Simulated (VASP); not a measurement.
# ZnCd2Te3 (Cmmm) in VASP: relaxation of cell and atoms with PBEsol

Aim: the relaxation of cell and atoms of ZnCd2Te3 with PBEsol.

Program: VASP 6.6.1. These are calculated values, not measurements. Logs are shortened: lines on timing, memory, paths and dates and some standing lists are left out, and cuts for length are marked.

### Step 1. The cell of the first run

It takes space group Cmmm (No. 65, orthorhombic). The conventional cell has a = 6.519 Å, b = 10.902 Å, c = 5.097 Å, α = 90.00°, β = 90.00°, γ = 90.00°. Within 4.9 Å of Zn (site symmetry mmm) lie 10 Te at 3.70 to 4.14 Å and 8 Cd at 4.07 Å. Within 4.2 Å of Cd (site symmetry 2/m) lie 6 Te at 3.18 Å and 2 Cd at 3.26 Å and 4 Zn at 4.07 Å. Within 4.1 Å of Te (site symmetry m2m) lie 5 Te at 3.09 to 3.79 Å and 4 Cd at 3.18 Å and 3 Zn at 3.70 Å. Te (site symmetry mmm) has 4 Te at 3.09 Å and 4 Cd at 3.18 Å and 4 Zn at 4.14 Å within 4.2 Å.

### Step 2. Relaxation of cell and atoms, PBEsol

Contents of INCAR:

```
PREC     = Accurate       # precision mode
ENCUT    = 600            # plane-wave cutoff, eV
EDIFF    = 1E-6           # SCF threshold, eV
ISMEAR   = -1             # smearing method
SIGMA    = 0.03           # smearing width, eV
LREAL    = F              # projectors in reciprocal space
LASPH    = T              # aspherical terms in the spheres
NELM     = 60             # most SCF steps
ALGO     = Normal         # electronic algorithm
ISIF     = 3              # what is computed and relaxed
LWAVE    = F              # write WAVECAR
LCHARG   = F              # write CHGCAR
GGA      = PS             # functional
IBRION   = 2              # ionic algorithm
NSW      = 100            # ionic steps
EDIFFG   = -0.01          # ionic threshold
```

Contents of KPOINTS:

```
Automatic mesh
0
Gamma
  4 4 4
```

Contents of POSCAR:

```
ZnCd2Te3
1.0
    3.2595859100     -5.4512427400      0.0000000000
    3.2595859100      5.4512427400      0.0000000000
    0.0000000000      0.0000000000      5.0967893200
Zn Cd Te
1 2 3
Direct
    0.5000000000      0.5000000000      0.0000000000
    0.0000000000      0.5000000000      0.5000000000
    0.5000000000      0.0000000000      0.5000000000
    0.1610669100      0.8389330900      0.0000000000
    0.8389330900      0.1610669100      0.0000000000
    0.0000000000      0.0000000000      0.5000000000
```

Potentials or basis: VASP PAW PBE potentials, release 64 (Zn, Cd, Te).

On the command line:

```sh
$ cat potpaw_PBE.64/Zn/POTCAR potpaw_PBE.64/Cd/POTCAR potpaw_PBE.64/Te/POTCAR > POTCAR
$ mpirun -np 1 vasp_std > vasp.out
```

OUTCAR:

```text
PREC = Accurate
   ENCUT = 600
   EDIFF = 1E-6
   ISMEAR = -1
   LREAL = F
   LASPH = T
   NELM = 60
   ISIF = 3
   GGA = PS
   IBRION = 2
   NSW = 100
   EDIFFG = -0.01

 ion  position               nearest neighbor table
   1  0.500  0.500  0.000-
   2  0.000  0.500  0.500-   6 3.18   6 3.18   4 3.18   4 3.18   5 3.18   5 3.18   3 3.26   3 3.26

   3  0.500  0.000  0.500-   6 3.18   6 3.18   4 3.18   4 3.18   5 3.18   5 3.18   2 3.26   2 3.26

   4  0.161  0.839  0.000-   6 3.09   6 3.09   2 3.18   2 3.18   3 3.18   3 3.18   5 3.51
   5  0.839  0.161  0.000-   6 3.09   6 3.09   2 3.18   2 3.18   3 3.18   3 3.18   4 3.51
   6  0.000  0.000  0.500-   4 3.09   5 3.09   4 3.09   5 3.09   2 3.18   3 3.18   2 3.18   3 3.18

  LATTYP: Found a base centered orthorhombic cell.
 ALAT       =     6.5191718200
 B/A-ratio  =     1.6723727769
 C/A-ratio  =     0.7818154607

  Lattice vectors:

 A1 = (   3.2595859100,  -5.4512427400,   0.0000000000)
 A2 = (   3.2595859100,   5.4512427400,   0.0000000000)
 A3 = (   0.0000000000,   0.0000000000,   5.0967893200)

Analysis of symmetry for initial positions (statically):
=====================================================================
 Subroutine PRICEL returns:
 Original cell was already a primitive cell.

 Routine SETGRP: Setting up the symmetry group for a
 base centered orthorhombic supercell.

 Subroutine GETGRP returns: Found  8 space group operations
 (whereof  8 operations were pure point group operations)
 out of a pool of  8 trial point group operations.

The static configuration has the point symmetry D_2h.

Analysis of symmetry for dynamics (positions and initial velocities):
=====================================================================
 Subroutine PRICEL returns:
 Original cell was already a primitive cell.

 Routine SETGRP: Setting up the symmetry group for a
 base centered orthorhombic supercell.

 Subroutine GETGRP returns: Found  8 space group operations
 (whereof  8 operations were pure point group operations)
 out of a pool of  8 trial point group operations.

The dynamic configuration has the point symmetry D_2h.

 Subroutine INISYM returns: Found  8 space group operations
 (whereof  8 operations are pure point group operations),
 and found     1 'primitive' translations

----------------------------------------------------------------------------------------

                                     Primitive cell

  volume of cell :     181.1276

  direct lattice vectors                    reciprocal lattice vectors
     3.259585910 -5.451242740  0.000000000     0.153393717 -0.091722204  0.000000000
     3.259585910  5.451242740  0.000000000     0.153393717  0.091722204  0.000000000
     0.000000000  0.000000000  5.096789320     0.000000000  0.000000000  0.196201949

  length of vectors
     6.351452410  6.351452410  5.096789320     0.178724915  0.178724915  0.196201949

  position of ions in fractional coordinates (direct lattice)
     0.500000000  0.500000000  0.000000000
     0.000000000  0.500000000  0.500000000
     0.500000000  0.000000000  0.500000000
     0.161066910  0.838933090  0.000000000
     0.838933090  0.161066910  0.000000000
     0.000000000  0.000000000  0.500000000

  ion indices of the primitive-cell ions
   primitive index   ion index
                 1           1
                 2           2
                 3           3
                 4           4
                 5           5
                 6           6

----------------------------------------------------------------------------------------

 KPOINTS: Automatic mesh

Automatic generation of k-mesh.
 Grid dimensions read from file:
 generate k-points for:    4    4    4

 Generating k-lattice:

  Cartesian coordinates                     Fractional coordinates (reciprocal lattice)
     0.038348429 -0.022930551  0.000000000     0.250000000  0.000000000  0.000000000
     0.038348429  0.022930551  0.000000000     0.000000000  0.250000000  0.000000000
     0.000000000  0.000000000  0.049050487     0.000000000  0.000000000  0.250000000

  Length of vectors
     0.044681229  0.044681229  0.049050487

  Shift w.r.t. Gamma in fractional coordinates (k-lattice)
     0.000000000  0.000000000  0.000000000

 Subroutine IBZKPT returns following result:
 ===========================================

 Found     21 irreducible k-points:

 Following reciprocal coordinates:
            Coordinates               Weight
  0.000000  0.000000  0.000000      1.000000
  0.250000 -0.000000  0.000000      4.000000
  0.500000 -0.000000  0.000000      2.000000
  0.250000  0.250000  0.000000      2.000000
  0.500000  0.250000  0.000000      4.000000
 -0.250000  0.250000  0.000000      2.000000
[... 13 lines left out ...]
 -0.250000  0.250000  0.500000      2.000000
  0.500000  0.500000  0.500000      1.000000
   k-points           NKPTS =     21   k-points in BZ     NKDIM =     21   number of bands    NBANDS=     32
   number of dos      NEDOS =    301   number of ions     NIONS =      6
   total plane-waves  NPLWV = 122472
   dimension x,y,z NGX =    54 NGY =   54 NGZ =   42
   dimension x,y,z NGXF=   108 NGYF=  108 NGZF=   84
   ions per type =               1   2   3
   NGX,Y,Z   is equivalent  to a cutoff of  14.13, 14.13, 13.70 a.u.
   NGXF,Y,Z  is equivalent  to a cutoff of  28.27, 28.27, 27.40 a.u.
 SYSTEM =  unknown system
   PREC   = accura    normal or accurate (medium, high low for compatibility)
   ISTART =      0    job   : 0-new  1-cont  2-samecut
   ICHARG =      2    charge: 1-file 2-atom 10-const
   ISPIN  =      1    spin polarized calculation?
   LNONCOLLINEAR =      F non collinear calculations
   LSORBIT =      F    spin-orbit coupling
   LASPH  =      T    aspherical Exc in radial PAW
   ENCUT  =  600.0 eV  44.10 Ry    6.64 a.u.  12.69 12.69 10.18*2*pi/ulx,y,z
   NELM   =     60;   NELMIN=  2; NELMDL= -5     # of ELM steps
   EDIFF  = 0.1E-05   stopping-criterion for ELM
   LREAL  =      F    real-space projection
   EDIFFG = -.1E-01   stopping-criterion for IOM
   NSW    =    100    number of steps for IOM
   IBRION =      2    ionic relax: 0-MD 1-quasi-New 2-CG
   NFREE  =      1    steps in history (QN), initial steepest desc. (CG)
   ISIF   =      3    stress and relaxation
   ISYM   =      2    0-nonsym 1-usesym 2-fastsym
   POTIM  = 0.5000    time-step for ionic-motion
   TEBEG  =    0.0;   TEEND  =   0.0 temperature during run
   PSTRESS=    0.0 pullay stress
   NELECT =      54.0000    total number of electrons
   NUPDOWN=      -1.0000    fix difference up-down
   EMIN   =  10.00;   EMAX   =-10.00  energy-range for DOS
   EFERMI =   0.00;   METHOD = LEGACY
   ISMEAR =    -1;   SIGMA  =   0.03  broadening in eV -4-tet -1-fermi 0-gaus
   EFERMI_NEDOS =   21; number of points for ismear=-14 and -15
   IALGO  =     38    algorithm
   IMIX   =      4    mixing-type and parameters
     AMIX     =   0.40;   BMIX     =  1.00
     AMIX_MAG =   1.60;   BMIX_MAG =  1.00
  volume/ion in A,a.u.               =      30.19       203.72
  Fermi-wavevector in a.u.,A,eV,Ry     =   1.093649  2.066697 16.273488  1.196068
  Thomas-Fermi vector in A             =   2.229938
   LORBIT       =      0    0 simple, 1 ext, 2 COOP (PROOUT), +10 PAW based schemes
   GGA     = PS    functional components
   LHFCALC =     F    Hartree Fock is set to
   AEXX    =    0.0000 exact exchange contribution
   IVDW    =     0    specifies the selected vdW correction
   LEPSILON=     F    determine dielectric tensor
   LRPA    =     F    only Hartree local field effects (RPA)
 conjugate gradient relaxation of ions
 non-spin polarized calculation
  energy-cutoff  :      600.00
  volume of cell :      181.13
 maximum number of plane-waves:      6072
 NGX is ok and might be reduce to    54
   NGX = 25   NGY = 25   NGZ = 21

--------------------------------------- Ionic step        1  -------------------------------------------

 number of electron      53.9999996 magnetization

 Free energy of the ion-electron system (eV)
  ---------------------------------------------------
  ext. energy  EPLUGINS =         0.00000000
  ---------------------------------------------------
  free energy    TOTEN  =       -12.25025471 eV

  energy without entropy =      -12.23386556  energy(sigma->0) =      -12.24206013

------------------------ aborting loop because EDIFF is reached ----------------------------------------

  FORCE on cell =-STRESS in cart. coord.  units (eV):
  Direction    XX          YY          ZZ          XY          YZ          ZX
  --------------------------------------------------------------------------------------
  -------------------------------------------------------------------------------------
  Total       -0.7373916      1.5381618     -4.2740283     -0.0000000      0.0000000      0.0000000
  in kB       -6.5226512     13.6059218    -37.8062276     -0.0000000      0.0000000      0.0000000
  external PRESSURE =     -10.2409857 kB  Pullay stress =       0.0000000 kB
[... 101 lines left out ...]
  FREE ENERGIE OF THE ION-ELECTRON SYSTEM (eV)
  ---------------------------------------------------
  free  energy   TOTEN  =       -12.4770312176 eV

  energy  without entropy=      -12.4689673176  energy(sigma->0) =      -12.47299927

[... ionic steps 4 to 47 ...]

--------------------------------------- Ionic step       48  -------------------------------------------

 number of electron      53.9999996 magnetization

------------------------ aborting loop because EDIFF is reached ----------------------------------------

  FORCE on cell =-STRESS in cart. coord.  units (eV):
  Direction    XX          YY          ZZ          XY          YZ          ZX
  --------------------------------------------------------------------------------------
  -------------------------------------------------------------------------------------
  Total        0.0421053     -0.0746367     -0.0799868      0.0000000      0.0000000      0.0000000
  in kB        0.3674239     -0.6513023     -0.6979890      0.0000000      0.0000000      0.0000000
  external PRESSURE =      -0.3272891 kB  Pullay stress =       0.0000000 kB
[... 65 lines left out ...]
  energy  without entropy=      -13.0540800018  energy(sigma->0) =      -13.06117392

--------------------------------------- Ionic step       50  -------------------------------------------

 number of electron      53.9999996 magnetization

 Free energy of the ion-electron system (eV)
  ---------------------------------------------------
  ext. energy  EPLUGINS =         0.00000000
  ---------------------------------------------------
  free energy    TOTEN  =       -13.06837776 eV

  energy without entropy =      -13.05412430  energy(sigma->0) =      -13.06125103

 E-fermi :   3.4397     XC(G=0):  -9.2832

 val. band max:        3.4316393047   @ k =   0.5000   0.5000   0.2500
 cond. band min:       3.4742849659   @ k =   0.5000   0.2500   0.2500
 fundamental gap:      0.0426456612
 Fermi energy:         3.4396676213

 k-point     1 :       0.0000    0.0000    0.0000
  band No.  band energies     occupation
      1      -9.5420      2.00000
      2      -8.0040      2.00000
      3      -6.7727      2.00000
      4      -6.3554      2.00000
      5      -5.8085      2.00000
      6      -5.5912      2.00000
[... 757 lines left out ...]
  FREE ENERGIE OF THE ION-ELECTRON SYSTEM (eV)
  ---------------------------------------------------
  free  energy   TOTEN  =       -13.0683777594 eV

  energy  without entropy=      -13.0541242984  energy(sigma->0) =      -13.06125103

 reached required accuracy - stopping structural energy minimisation
```

Run time: 56 min. Hardware: 1 thread of Intel Xeon Platinum 8488C (Sapphire Rapids), shared host; peak memory 0.47 GiB.

What came out:

```yaml
Free_energy: -13.0684 eV
Relaxed_volume: 30.62 Å³/atom
Relaxed_cell: a = 8.308 Å, b = 8.308 Å, c = 4.257 Å, α = 90.00°, β = 90.00°, γ = 141.30°
Space_group_after_relaxing_to_0.1_Å: Cmmm (No. 65)
Energy_gained_by_relaxing: 136.4 meV/atom
Ionic_steps: 50
Pressure_after_relaxing: 0.0 GPa
Band_gap_on_the_k_mesh: zero (bands 27 and 28 overlap by 1.01 eV)
```

The path:
```tsv
step	energy change (eV)	largest force (eV/Å)	pressure (GPa)	volume (Å³)
1	0.0000	0.3564	-1.02	181.13
3	-0.2268	0.0713	1.43	172.89
5	-0.2408	0.0134	2.18	170.97
7	-0.3867	0.3358	1.73	178.82
9	-0.3454	0.7076	1.17	200.03
11	-0.4593	0.3246	-0.63	202.67
13	-0.4798	0.1657	-0.09	200.33
15	-0.4852	0.0724	-0.04	200.46
17	-0.4985	0.0185	-0.84	204.19
19	-0.5003	0.0294	-0.84	204.14
21	-0.5073	0.0833	-0.88	203.87
23	-0.5207	0.1687	-0.80	202.42
25	-0.5517	0.2183	0.53	193.21
27	-0.6015	0.0187	0.57	189.64
29	-0.4732	0.9288	3.45	169.72
31	-0.6839	0.6953	1.20	179.23
33	-0.7035	0.6418	0.58	179.81
35	-0.7272	0.6178	0.49	180.71
37	-0.7788	0.1715	-1.12	189.83
39	-0.7994	0.1425	-0.31	185.89
41	-0.8022	0.0589	-0.03	184.69
43	-0.8148	0.0504	0.09	183.33
45	-0.8168	0.0414	0.21	182.51
47	-0.8177	0.0424	-0.01	183.56
49	-0.8180	0.0227	-0.02	183.67
50	-0.8181	0.0016	-0.01	183.73
```

Final structure:
```xyz
6
Lattice="2.7528 -7.8385 0.0000 2.7528 7.8385 0.0000 0.0000 0.0000 4.2575" Properties=species:S:1:pos:R:3 pbc="T T T"
Zn    2.7528    0.0000    0.0000
Cd    1.3764    3.9192    2.1287
Cd    1.3764   -3.9192    2.1287
Te    2.7528    5.6750    0.0000
Te    2.7528   -5.6750    0.0000
Te    0.0000    0.0000    2.1287
```

Levels at points of the mesh, in eV from the Fermi level:
```
           k point  band 25  band 26  band 27  band 28  band 29  band 30
(0.00, 0.00, 0.00)    -1.17    -0.35    -0.32    -0.03     0.53     0.89
(0.50, 0.00, 0.00)    -1.62    -0.23     0.68     0.85     1.12     2.25
(0.50, 0.50, 0.00)    -1.74    -1.35    -1.27     0.40     1.26     1.80
(0.00, 0.00, 0.50)    -1.38    -1.14    -0.30     0.86     1.00     1.07
(0.50, 0.00, 0.50)    -2.23    -2.08    -0.45     0.13     1.35     1.68
(0.50, 0.50, 0.50)    -1.57    -1.15    -0.70     0.66     1.40     2.25
```

Caveat: a cell axis changed by over 15 % at a fixed basis, so the end point is rough; the PAW data sets were made with another functional, which shifts forces and pressure a little; spin-orbit coupling is left out, which moves the levels of the heavy elements.

The gap in the log of VASP goes by the Fermi energy; the results here count the filled bands.